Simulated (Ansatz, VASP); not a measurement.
Two plane-wave programs on InSe

```xyz
8
Lattice="4.0417 0.0000 0.0000 -2.0209 3.5002 0.0000 0.0000 0.0000 17.4284" Properties=species:S:1:pos:R:3 pbc="T T T"
In    0.0000    2.3335    5.7627
In    2.0209    1.1667   14.4769
In    2.0209    1.1667   11.6658
In    0.0000    2.3335    2.9516
Se    0.0000    2.3335   10.3758
Se    2.0209    1.1667    1.6616
Se    2.0209    1.1667    7.0526
Se    0.0000    2.3335   15.7668
```

Alike in both runs: functional PBE; k mesh 9 × 9 × 2; occupations fermi-dirac, width 0.05 eV; no spin polarisation.

Ansatz relaxed the structure, and its values are those at the end. VASP's run is a single point on that final structure, the one shown.

|  | VASP | Ansatz |
| --- | --- | --- |
| version | VASP 6.6.1 | Ansatz 0.2.0 |
| potentials or method | VASP PAW PBE potentials, release 64 (In_d, Se) | plane-wave PAW, scalar-relativistic |
| plane-wave cutoff (eV) | 520 | 420 |
| valence electrons in the cell | 76 | 116 |

|  | VASP | Ansatz | Ansatz less VASP |
| --- | --- | --- | --- |
| pressure (GPa) | 1.0 | 1.0 | -0.03 |
| rms of the force components (eV/Å) | 0.010 | 0.002 | -0.0078 |

With one functional, cell and mesh, what is left measures potentials, basis and numerics. VASP's potentials hold 76 valence electrons a cell and Ansatz's 116, so a difference there can come from the potentials and not from the codes. Ansatz's warnings: stress scf threshold loose.
